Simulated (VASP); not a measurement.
Here is a VASP 6.6.1 calculation.

File INCAR:

```
  PREC = Accurate
  ENCUT = 520
  EDIFF = 1E-6
  ISMEAR = 0
  SIGMA = 0.02
  LREAL = Auto
  LASPH = True
  NELM = 100
  ALGO = Normal
  ISIF = 2
  LWAVE = False
  LCHARG = True
  GGA = PE
  LELF = True
  LVHAR = True
  NBANDS = 96
```

File KPOINTS:

```
Automatic mesh
0
Gamma
  2 2 2
  0.5 0.5 0.5
```

Contents of POSCAR:

```
Si
1.0
   -5.7769209523      3.3353068668     -6.3650227274
    5.7769209522      3.3353068669     -6.3650227274
    0.0000000001     -6.6706137337     -6.3650227274
Si
36
Direct
    0.4234674644      0.0901341310      0.4234674644
    0.7568007977      0.0901341310      0.0901341310
    0.0901341310      0.4234674644      0.4234674644
    0.7568007977      0.7568007977      0.4234674644
    0.4234674644      0.4234674644      0.0901341310
    0.0901341310      0.0901341310      0.7568007977
    0.7568007977      0.4234674644      0.7568007977
    0.0901341310      0.7568007977      0.0901341310
    0.4234674644      0.7568007977      0.7568007977
    0.0345785755      0.0345785755      0.3679119088
    0.3679119088      0.0345785755      0.0345785755
    0.7012452421      0.3679119088      0.3679119088
    0.3679119088      0.7012452421      0.3679119088
    0.0345785755      0.3679119088      0.0345785755
    0.7012452421      0.0345785755      0.7012452421
    0.3679119088      0.3679119088      0.7012452421
    0.7012452421      0.7012452421      0.0345785755
    0.0345785755      0.7012452421      0.7012452421
    0.2987547579      0.9654214245      0.2987547579
    0.6320880912      0.9654214245      0.9654214245
    0.9654214245      0.2987547579      0.2987547579
    0.6320880912      0.6320880912      0.2987547579
    0.2987547579      0.2987547579      0.9654214245
    0.9654214245      0.9654214245      0.6320880912
    0.6320880912      0.2987547579      0.6320880912
    0.9654214245      0.6320880912      0.9654214245
    0.2987547579      0.6320880912      0.6320880912
    0.9098658690      0.9098658690      0.2431992023
    0.2431992023      0.9098658690      0.9098658690
    0.5765325356      0.2431992023      0.2431992023
    0.2431992023      0.5765325356      0.2431992023
    0.9098658690      0.2431992023      0.9098658690
    0.5765325356      0.9098658690      0.5765325356
    0.2431992023      0.2431992023      0.5765325356
    0.5765325356      0.5765325356      0.9098658690
    0.9098658690      0.5765325356      0.5765325356
```

Potentials or basis: VASP PAW PBE potentials, release 64 (Si).

The run is started by

```bash
$ cat potpaw_PBE.64/Si/POTCAR > POTCAR
$ mpirun -np 1 vasp_std > vasp.out
```

Task: Estimate the largest force.

Result: 0.010 eV/Å.

Task: What does it give for the band gap on the k mesh?

Result: 0.98 eV.

Task: What does it give for the pressure?

Result: 0.0 GPa.

Stress tensor (GPa, compression positive):
```
 0.03  0.00  0.00
 0.00  0.03  0.00
 0.00  0.00 -0.07
```

Caveat: a shifted mesh leaves out Γ, where band edges can lie. A k mesh can miss the band edges.
